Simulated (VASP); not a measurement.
Wanted: the native input for a VASP 6.6.1 run.

```yaml
Task: single point
Functional: PBE
Potentials_or_basis: VASP PAW PBE potentials, release 64 (Tl_d)
Cutoff: 520 eV
k_mesh: 13 × 13 × 13
Occupations: fermi-dirac, width 0.0612256 eV
Spin: no spin polarisation
Dipole_correction: no
Further_INCAR_settings: ALGO = Normal; EDIFF = 1e-06; NBANDS = 12
```

The structure of Tl lies in POSCAR:

```
Tl
1.0
   -2.0149478361      2.0149478361      2.0149478361
    2.0149478361     -2.0149478361      2.0149478361
    2.0149478361      2.0149478361     -2.0149478361
Tl
1
Direct
    0.0000000000      0.0000000000      0.0000000000
```

This isn't the form of Tl at room conditions, which is hcp.

These files were run (other wordings do the same):

INCAR

```
SYSTEM = Tl
  PREC = Accurate
  ENCUT = 520
  EDIFF = 1E-6
  ISMEAR = -1
  SIGMA = 0.06122561905347299
  LREAL = .False.
  LASPH = .True.
  NELM = 100
  ALGO = Normal
  ISIF = 2
  LWAVE = .False.
  LCHARG = .False.
  GGA = PE
  NBANDS = 12
```

KPOINTS

```
regular mesh
0
Gamma
  13 13 13
  0 0 0
```

Potentials or basis: VASP PAW PBE potentials, release 64 (Tl_d).

Launch:

```bash
$ cat potpaw_PBE.64/Tl_d/POTCAR > POTCAR
$ mpirun -np 1 vasp_std > vasp.out
```

It gave:

| Property | Result |
| --- | --- |
| Pressure | -1.0 GPa |
| Band gap on the k mesh | zero (an odd number of electrons rules out a gap without spin polarisation) |

Caveat: spin-orbit coupling is left out, which moves the levels of the heavy elements.

Run time: 21 s on 1 thread of AMD EPYC 7R13 Processor (Zen 3) (shared host), peak memory 0.14 GiB.
